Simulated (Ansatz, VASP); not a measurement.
## One calculation of SiC, two programs

```
Si C
1.0
     0.00000    2.17700    2.17700
     2.17700    0.00000    2.17700
     2.17700    2.17700    0.00000
Si C
1 1
Direct
  0.00000 0.00000 0.00000
  0.25000 0.25000 0.25000
```

Alike in both runs: task relaxation of cell and atoms; functional PBE; k mesh 10 × 10 × 10; occupations gaussian, width 0.02 eV; no spin polarisation.

|  | VASP | Ansatz |
| --- | --- | --- |
| version | VASP 6.6.1 | Ansatz 0.2.0 |
| potentials or method | VASP PAW PBE potentials, release 64 (Si, C), cutoff 600 eV | scalar-relativistic, plane waves, PAW |
| valence electrons in the cell | 8 | 8 |

|  | VASP | Ansatz | Ansatz less VASP |
| --- | --- | --- | --- |
| gap on the k mesh at the Fermi level, each at its own relaxed structure (eV) | 1.37 | 1.37 | +0.003 |
| relaxed volume (Å³/atom) | 10.49 | 10.50 | +0.009 |
| relaxed cell length with the largest relative difference (Å) | 3.096 | 3.097 | +0.0009 |
